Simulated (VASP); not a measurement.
Write the native input for VASP 6.6.1 that does the following.

- Task: single point
- Functional: PBEsol
- Potentials or basis: VASP PAW PBE potentials, release 64 (Ni)
- Cutoff: 520 eV
- k mesh: 16 × 16 × 16
- Occupations: fermi-dirac, width 0.05 eV
- Spin: collinear spin, ferromagnetic start
- Starting moments: [1.5] μB
- Dipole correction: no
- Further INCAR settings: ALGO = Normal; EDIFF = 1e-06; NBANDS = 15

The structure of Ni lies in POSCAR:

```
Ni
1.0
    0.0000000000      1.7309459779      1.7309459779
    1.7309459779      0.0000000000      1.7309459779
    1.7309459779      1.7309459779      0.0000000000
Ni
1
Direct
    0.0000000000      0.0000000000      0.0000000000
```

One way to write it, as run:

INCAR

```
SYSTEM = Ni
PREC = Accurate ; ENCUT = 520
EDIFF = 1E-6 ; ISMEAR = -1
SIGMA = 0.05 ; LREAL = .False.
LASPH = .True. ; NELM = 150
ALGO = Normal ; ISIF = 2
LWAVE = .False. ; LCHARG = .False.
ISPIN = 2 ; MAGMOM = 1.5
LORBIT = 11 ; LMAXMIX = 4
GGA = PS ; NBANDS = 15
```

KPOINTS

```
regular mesh
0
Gamma
  16 16 16
  0 0 0
```

Potentials or basis: VASP PAW PBE potentials, release 64 (Ni).

The run is started by

```bash
$ cat potpaw_PBE.64/Ni/POTCAR > POTCAR
$ mpirun -np 1 vasp_std > vasp.out
```

It gave:

The pressure is 0.0 GPa and the net moment is 0.59 μB per cell. The site moments are Ni +0.59 μB. The valence electrons inside the program's atomic spheres are Ni 9.40.

Caveat: the PAW data sets were made with another functional, which shifts forces and pressure a little.

It took 27 s on 1 thread of Intel(R) Xeon(R) Platinum 8488C (Sapphire Rapids) (shared host), peak memory 0.15 GiB.
